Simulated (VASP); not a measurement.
# H4C17 in VASP: single point with PBE+D3(BJ)

Aim: the single point of H4C17 with PBE+D3(BJ).

All numbers are computed with VASP 6.6.1; they aren't measurements. Logs are shortened: lines on timing, memory, paths and dates and some standing lists are left out, and cuts for length are marked.

### 1 The cell of the first run

The cell holds a slab with vacuum, 21 atoms: a = 5.049 Å, b = 5.049 Å, c = 15.676 Å, α = 90.00°, β = 90.00°, γ = 60.00°.

### 2 Single point, PBE+D3(BJ), collinear spin

File INCAR:

```
ALGO = Normal
EDIFF = 1E-6
ENCUT = 520
GGA = PE
GGA_COMPAT = False
ISIF = 2
ISMEAR = 0
ISPIN = 2
IVDW = 12
LASPH = True
LCHARG = False
LORBIT = 11
LREAL = False
LWAVE = False
MAGMOM = 0 0 0 0 0 0 0 0 0 0 0 0 0 0 0 0 0 0 0 -0.24 0.3
NBANDS = 56
NELM = 200
NELMDL = -8
PREC = Accurate
SIGMA = 0.05
```

File KPOINTS:

```
k-points
0
Gamma
  3 3 1
```

File POSCAR:

```
H4C17
1.0
    5.0487420000      0.0000000000      0.0000000000
    2.5243710000      4.3723390000      0.0000000000
    0.0000000000      0.0000000000     15.6764260000
H C
4 17
Direct
    0.1666667848      0.1666666285      0.0637900501
    0.6666667848      0.1666666285      0.0637900501
    0.1666666285      0.6666667429      0.0637900501
    0.6666666285      0.6666667429      0.0637900501
    0.1666667848      0.1666666285      0.1339591052
    0.6666667848      0.1666666285      0.1339591052
    0.1666666285      0.6666667429      0.1339591052
    0.6666666285      0.6666667429      0.1339591052
   -0.1666666285      0.3333332571      0.1668291612
    0.3333333715      0.3333332571      0.1668291612
   -0.1666665867      0.8333333715      0.1668291612
    0.3333334133      0.8333333715      0.1668291612
   -0.1648055925      0.3352244645      0.2745692800
    0.3295528654      0.3352235497      0.2745829949
   -0.1648057255      0.8295811464      0.2745692800
    0.3333070881      0.8333464080      0.2566649439
    0.0197961322     -0.0098981346      0.3003277660
    0.4900885179     -0.0099171176      0.3003201112
   -0.0000313045      0.5000156667      0.2948423320
    0.4900885561      0.5198286318      0.3003201112
    0.3333633426     -0.1666817234      0.3643919858
```

Potentials or basis: VASP PAW PBE potentials, release 64 (H, C).

Started as:

```sh
> cat potpaw_PBE.64/H/POTCAR potpaw_PBE.64/C/POTCAR > POTCAR
> mpirun -np 1 vasp_std > vasp.out
```

OUTCAR:

```text
EDIFF = 1E-6
   ENCUT = 520
   GGA = PE
   ISIF = 2
   ISMEAR = 0
   ISPIN = 2
   IVDW = 12
   LASPH = True
   LORBIT = 11
   LREAL = False
   NELM = 200
   NELMDL = -8
   PREC = Accurate
 IVDW          = 12

 ion  position               nearest neighbor table
   1  0.167  0.167  0.064-   5 1.10
   2  0.667  0.167  0.064-   6 1.10
   3  0.167  0.667  0.064-   7 1.10
   4  0.667  0.667  0.064-   8 1.10
   5  0.167  0.167  0.134-   1 1.10  10 1.55  12 1.55   9 1.55
   6  0.667  0.167  0.134-   2 1.10   9 1.55  11 1.55  10 1.55
   7  0.167  0.667  0.134-   3 1.10  11 1.55  12 1.55  10 1.55
   8  0.667  0.667  0.134-   4 1.10  12 1.55  11 1.55   9 1.55
   9  0.833  0.333  0.167-   6 1.55   5 1.55   8 1.55  13 1.69
  10  0.333  0.333  0.167-   5 1.55   6 1.55   7 1.55  14 1.69
  11  0.833  0.833  0.167-   7 1.55   6 1.55   8 1.55  15 1.69
  12  0.333  0.833  0.167-  16 1.41   8 1.55   5 1.55   7 1.55
  13  0.835  0.335  0.275-  19 1.48  20 1.56  17 1.56   9 1.69
  14  0.330  0.335  0.275-  19 1.48  18 1.56  20 1.56  10 1.69
  15  0.835  0.830  0.275-  19 1.48  18 1.56  17 1.56  11 1.69
  16  0.333  0.833  0.257-  12 1.41  20 1.53  18 1.53  17 1.53  21 1.69
  17  0.020  0.990  0.300-  16 1.53  15 1.56  13 1.56  21 1.70
  18  0.490  0.990  0.300-  16 1.53  15 1.56  14 1.56  21 1.70
  19  1.000  0.500  0.295-  15 1.48  13 1.48  14 1.48
  20  0.490  0.520  0.300-  16 1.53  13 1.56  14 1.56  21 1.70
  21  0.333  0.833  0.364-  16 1.69  20 1.70  18 1.70  17 1.70

  LATTYP: Found a hexagonal cell.
 ALAT       =     5.0487421480
 C/A-ratio  =     3.1050161685

  Lattice vectors:

 A1 = (  -2.5243710000,  -4.3723390000,   0.0000000000)
 A2 = (   5.0487420000,   0.0000000000,   0.0000000000)
 A3 = (   0.0000000000,   0.0000000000,  15.6764260000)

Analysis of symmetry for initial positions (statically):
=====================================================================
 Subroutine PRICEL returns:
 Original cell was already a primitive cell.

 Routine SETGRP: Setting up the symmetry group for a
 hexagonal supercell.

 Subroutine GETGRP returns: Found  2 space group operations
 (whereof  2 operations were pure point group operations)
 out of a pool of 24 trial point group operations.

The static configuration has the point symmetry C_1h.

Analysis of symmetry for dynamics (positions and initial velocities):
=====================================================================
 Subroutine PRICEL returns:
 Original cell was already a primitive cell.

 Routine SETGRP: Setting up the symmetry group for a
 hexagonal supercell.

 Subroutine GETGRP returns: Found  2 space group operations
 (whereof  2 operations were pure point group operations)
 out of a pool of 24 trial point group operations.

The dynamic configuration has the point symmetry C_1h.

Analysis of structural, dynamic, and magnetic symmetry:
=====================================================================
 Subroutine PRICEL returns:
 Original cell was already a primitive cell.

 Routine SETGRP: Setting up the symmetry group for a
 hexagonal supercell.

 Subroutine GETGRP returns: Found  1 space group operations
 (whereof  1 operations were pure point group operations)
 out of a pool of 24 trial point group operations.

The overall configuration has the point symmetry C_1 .

 Subroutine INISYM returns: Found  1 space group operations
 (whereof  1 operations are pure point group operations),
 and found     1 'primitive' translations

----------------------------------------------------------------------------------------

                                     Primitive cell

  volume of cell :     346.0541

  direct lattice vectors                    reciprocal lattice vectors
     5.048742000  0.000000000  0.000000000     0.198069143 -0.114355268  0.000000000
     2.524371000  4.372339000  0.000000000     0.000000000  0.228710537  0.000000000
     0.000000000  0.000000000 15.676426000     0.000000000  0.000000000  0.063790050

  length of vectors
     5.048742000  5.048742148 15.676426000     0.228710544  0.228710537  0.063790050

  position of ions in fractional coordinates (direct lattice)
     0.166666785  0.166666629  0.063790050
     0.666666785  0.166666629  0.063790050
     0.166666629  0.666666743  0.063790050
[... 77 lines left out ...]
   number of dos      NEDOS =    301   number of ions     NIONS =     21
   total plane-waves  NPLWV = 192000
   dimension x,y,z NGX =    40 NGY =   40 NGZ =  120
   dimension x,y,z NGXF=    80 NGYF=   80 NGZF=  240
   ions per type =               4  17
   NGX,Y,Z   is equivalent  to a cutoff of  13.17, 13.17, 12.73 a.u.
   NGXF,Y,Z  is equivalent  to a cutoff of  26.34, 26.34, 25.45 a.u.
 SYSTEM =  unknown system
   PREC   = accura    normal or accurate (medium, high low for compatibility)
   ISTART =      0    job   : 0-new  1-cont  2-samecut
   ICHARG =      2    charge: 1-file 2-atom 10-const
   ISPIN  =      2    spin polarized calculation?
   LNONCOLLINEAR =      F non collinear calculations
   LSORBIT =      F    spin-orbit coupling
   LASPH  =      T    aspherical Exc in radial PAW
   ENCUT  =  520.0 eV  38.22 Ry    6.18 a.u.   9.39  9.39 29.15*2*pi/ulx,y,z
   NELM   =    200;   NELMIN=  2; NELMDL= -8     # of ELM steps
   EDIFF  = 0.1E-05   stopping-criterion for ELM
   LREAL  =      F    real-space projection
[... 7 lines left out ...]
   TEBEG  =    0.0;   TEEND  =   0.0 temperature during run
   PSTRESS=    0.0 pullay stress
   NELECT =      72.0000    total number of electrons
   NUPDOWN=      -1.0000    fix difference up-down
   EMIN   =  10.00;   EMAX   =-10.00  energy-range for DOS
   EFERMI =   0.00;   METHOD = LEGACY
   ISMEAR =     0;   SIGMA  =   0.05  broadening in eV -4-tet -1-fermi 0-gaus
   EFERMI_NEDOS =   21; number of points for ismear=-14 and -15
   IALGO  =     38    algorithm
   IMIX   =      4    mixing-type and parameters
     AMIX     =   0.40;   BMIX     =  1.00
     AMIX_MAG =   1.60;   BMIX_MAG =  1.00
  volume/ion in A,a.u.               =      16.48       111.20
  Fermi-wavevector in a.u.,A,eV,Ry     =   0.970073  1.833172 12.803642  0.941041
  Thomas-Fermi vector in A             =   2.100178
   LORBIT       =     11    0 simple, 1 ext, 2 COOP (PROOUT), +10 PAW based schemes
   GGA     = PE    functional components
   LHFCALC =     F    Hartree Fock is set to
   AEXX    =    0.0000 exact exchange contribution
   IVDW    =    12    specifies the selected vdW correction
   LEPSILON=     F    determine dielectric tensor
   LRPA    =     F    only Hartree local field effects (RPA)
 spin polarized calculation
 Gauss-broadening in eV      SIGMA  =   0.05
  energy-cutoff  :      520.00
  volume of cell :      346.05
 maximum number of plane-waves:      9383
 NGX is ok and might be reduce to    40
   NGX = 19   NGY = 19   NGZ = 59

 number of electron      72.0000000 magnetization      -0.0000067

 number of electron      72.0000000 magnetization       0.0000378

 Free energy of the ion-electron system (eV)
  ---------------------------------------------------
  ext. energy  EPLUGINS =         0.00000000
  ---------------------------------------------------
  free energy    TOTEN  =      -160.46843570 eV

  energy without entropy =     -160.45727799  energy(sigma->0) =     -160.46285684

 E-fermi :   0.5665     XC(G=0):  -5.2727

 val. band max:        0.5108123464   @ k =   0.0000   0.0000   0.0000
 cond. band min:       0.5857975320   @ k =  -0.3333   0.3333   0.0000
 fundamental gap:      0.0749851856
 Fermi energy:         0.5665216830

 spin component 1

 k-point     1 :       0.0000    0.0000    0.0000
  band No.  band energies     occupation
      1     -21.1962      1.00000
      2     -19.0089      1.00000
      3     -16.5766      1.00000
      4     -15.1672      1.00000
      5     -15.1668      1.00000
      6     -14.9129      1.00000
[... 244 lines left out ...]
     47       6.6861      0.00000
     48       6.7042      0.00000
 Fermi energy:         0.5665216830

 spin component 2

 k-point     1 :       0.0000    0.0000    0.0000
  band No.  band energies     occupation
      1     -21.1962      1.00000
      2     -19.0089      1.00000
      3     -16.5766      1.00000
      4     -15.1672      1.00000
      5     -15.1668      1.00000
      6     -14.9129      1.00000
[... 244 lines left out ...]
     47       6.6874      0.00000
     48       6.7057      0.00000
 [bands above 48 left out]

------------------------ aborting loop because EDIFF is reached ----------------------------------------

 Edisp (eV)   -2.29948

 E8    (eV) :    -0.6843

  FORCE on cell =-STRESS in cart. coord.  units (eV):
  Direction    XX          YY          ZZ          XY          YZ          ZX
  --------------------------------------------------------------------------------------
  -------------------------------------------------------------------------------------
  Total      -9.13338    -9.13161    -3.15928     0.00156    -0.00101     0.00179
  in kB     -42.28616   -42.27794   -14.62697     0.00721    -0.00469     0.00827
  external pressure =      -33.06 kB  Pullay stress =        0.00 kB

 VOLUME and BASIS-vectors are now :
 -----------------------------------------------------------------------------
  energy-cutoff  :      520.00
  volume of cell :      346.05
      direct lattice vectors                 reciprocal lattice vectors
     5.048742000  0.000000000  0.000000000     0.198069143 -0.114355268  0.000000000
     2.524371000  4.372339000  0.000000000     0.000000000  0.228710537  0.000000000
     0.000000000  0.000000000 15.676426000     0.000000000  0.000000000  0.063790050

 POSITION                                       TOTAL-FORCE (eV/Angst)
 -----------------------------------------------------------------------------------
      1.26219      0.72872      1.00000         0.000009      0.009581     -0.125675
      3.78656      0.72872      1.00000        -0.000069      0.000039     -0.277791
      2.52437      2.91489      1.00000        -0.008293     -0.004799     -0.125675
      5.04874      2.91489      1.00000         0.008232     -0.004753     -0.125635
      1.26219      0.72872      2.10000         0.000077      0.285851      1.575584
      3.78656      0.72872      2.10000        -0.000102      0.000058      1.694115
[... 13 lines left out ...]
      3.78657      2.27287      4.70795        -0.002865     -0.464389     -0.165350
      3.78667      3.64355      5.71236        -0.000603      0.000351     -0.518908
 -----------------------------------------------------------------------------------
    total drift:                               -0.000001      0.000001     -0.000030

  FREE ENERGIE OF THE ION-ELECTRON SYSTEM (eV)
  ---------------------------------------------------
  free  energy   TOTEN  =      -162.7679142412 eV

  energy  without entropy=     -162.7567565316  energy(sigma->0) =     -162.76233539

 total charge

# of ion       s       p       d       tot
------------------------------------------
    1        0.646   0.044   0.000   0.690
    2        0.648   0.044   0.000   0.692
    3        0.646   0.044   0.000   0.690
    4        0.646   0.044   0.000   0.690
    5        0.836   1.753   0.000   2.589
    6        0.837   1.749   0.000   2.586
[... 13 lines left out ...]
   20        0.823   1.651   0.000   2.474
   21        0.912   1.302   0.000   2.214
--------------------------------------------------
tot         16.790  28.847   0.000  45.637

 magnetization (x)

# of ion       s       p       d       tot
------------------------------------------
    1       -0.000   0.000   0.000  -0.000
    2       -0.000  -0.000   0.000  -0.000
    3       -0.000   0.000   0.000  -0.000
    4       -0.000   0.000   0.000  -0.000
    5        0.000   0.000   0.000   0.000
    6       -0.000  -0.000   0.000  -0.000
[... 13 lines left out ...]
   20        0.000   0.000   0.000   0.000
   21        0.000   0.000   0.000   0.000
--------------------------------------------------
tot          0.000   0.000   0.000   0.000
```

Run time: 12 min. Hardware: 1 thread of Oxide Virtual Turin-like, shared host; peak memory 0.61 GiB.

Results:

- Free energy: -162.7679 eV
- Largest force: 4.863 eV/Å
- Band gap on the k mesh: zero (filled and empty bands overlap)
- Net moment: 0.00 μB per cell
- Valence electrons inside the program's atomic spheres: H 0.69; C 2.59, 2.50, 2.64, 2.49, 2.69, 2.47, 2.58, 2.21 (each value once)
- Dispersion energy per atom: -0.109 eV

Forces on the atoms (eV/Å):
```
H    0.000  0.010 -0.126
H    0.000  0.000 -0.278
H   -0.008 -0.005 -0.126
H    0.008 -0.005 -0.126
C    0.000  0.286  1.576
C    0.000  0.000  1.694
C   -0.247 -0.143  1.576
C    0.247 -0.143  1.575
C   -0.242 -0.139 -0.414
C    0.241 -0.139 -0.413
C    0.000  0.279 -0.414
C   -0.001  0.000 -4.863
C    0.327  0.187  0.370
C   -0.326  0.188  0.367
C    0.001 -0.377  0.370
C    0.000  0.000  0.556
C   -0.401  0.231 -0.169
C    0.401  0.235 -0.165
C    0.003 -0.002 -0.308
C   -0.003 -0.464 -0.165
C   -0.001  0.000 -0.519
```

Caveat: the k points lie up to 0.48 Å⁻¹ apart; there is no dipole correction, which matters where the two faces differ.

The gap in the log of VASP goes by the Fermi energy; the results here count the filled bands.